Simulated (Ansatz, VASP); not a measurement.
# HPbNO4 in VASP and in Ansatz

```
H Pb N O
1.0
     4.27531   -0.00040    0.00636
    -2.08399    5.20775   -0.04907
    -2.12377   -1.86574    4.91491
H Pb N O
1 1 1 4
Cartesian
  2.2338 -1.5247 4.4769
  0.1373 4.0030 0.6652
  -2.0197 1.5311 2.4473
  2.2736 4.7756 0.1022
  -1.9905 2.6889 2.9560
  2.2225 1.4102 1.1945
  -2.0163 0.5081 3.1892
```

Alike in both runs: task single point; functional PBE-based screened hybrid; k mesh 4 × 3 × 3; occupations fermi-dirac, width 0.05 eV; no spin polarisation.

|  | VASP | Ansatz |
| --- | --- | --- |
| version | VASP 6.6.1 | Ansatz 0.2.0 |
| potentials or method | VASP PAW PBE potentials, release 64 (H, Pb_d, N, O) | Ansatz PAW |
| plane-wave cutoff (eV) | 520 | 420 |
| valence electrons in the cell | 44 | 44 |

Ansatz gave:

| Quantity | Value |
| --- | --- |
| gap on the k mesh at the Fermi level (eV) | 3.95 |
| least direct gap on the mesh (eV) | 4.24 |
| pressure (GPa) | -3.8 |
| traceless stress, the component that is largest in VASP (GPa) | 2.46 |
| rms of the force components (eV/Å) | 0.581 |

**Question.** Which values does VASP return?

**Answer.** gap on the k mesh at the Fermi level (eV): 3.91; least direct gap on the mesh (eV): 4.19; pressure (GPa): -2.9; traceless stress, the component that is largest in VASP (GPa): 1.44; rms of the force components (eV/Å): 0.379.

VASP's potentials were made for PBE, not for PBE-based screened hybrid. Atom by atom the forces differ by 0.204 eV/Å (rms over components).

The k mesh is coarse, so the values compare programs but aren't converged. Neither program's run includes spin-orbit coupling. Noted on Ansatz's run: odd divisions of the mesh miss points on the zone boundary, where band edges often lie, so the gap on the mesh can be too wide.
